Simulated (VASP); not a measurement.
Runs of VASP 6.6.1 on Rb. The structure is that of space group P6_3/mmc (No. 194), or close to it. The cells are those of the table. This isn't the form of Rb at room conditions, which is bcc.

```csv
cell,k mesh,gap on the mesh (eV),pressure (GPa)
"a = 4.899, b = 4.899, c = 16.162 Å, angles 90.0, 90.0, 120.0°, 4 atoms",8 × 8 × 3,none,0.3
"a = 4.969, b = 4.969, c = 16.393 Å, angles 90.0, 90.0, 120.0°, 4 atoms",8 × 8 × 3,none,(a)
"a = 5.231, b = 5.231, c = 17.258 Å, angles 90.0, 90.0, 120.0°, 4 atoms",8 × 8 × 3,none,-0.2
"a = 5.103, b = 5.103, c = 16.837 Å, angles 90.0, 90.0, 120.0°, 4 atoms",8 × 8 × 3,none,-0.1
"a = 5.037, b = 5.037, c = 16.618 Å, angles 90.0, 90.0, 120.0°, 4 atoms",10 × 10 × 3,none,0.0
"a = 5.168, b = 5.168, c = 17.050 Å, angles 90.0, 90.0, 120.0°, 4 atoms",8 × 8 × 3,none,-0.2
"a = 4.827, b = 4.827, c = 15.925 Å, angles 90.0, 90.0, 120.0°, 4 atoms",8 × 8 × 3,none,0.5
"a = 5.037, b = 5.037, c = 16.618 Å, angles 90.0, 90.0, 120.0°, 4 atoms",8 × 8 × 3,none,0.0
```

Alike in all rows: task single point; level PBE; potentials or basis VASP PAW PBE potentials, release 64 (Rb_sv); no spin polarisation; cutoff (eV) 500; smearing fermi-dirac 0.1 eV.

Question: Estimate the missing entries.

Answer: (a) 0.1.

A k mesh can miss the band edges, and the runs leave out spin-orbit coupling on Rb.

A gap of «none» marks levels without a gap at the run's occupations.
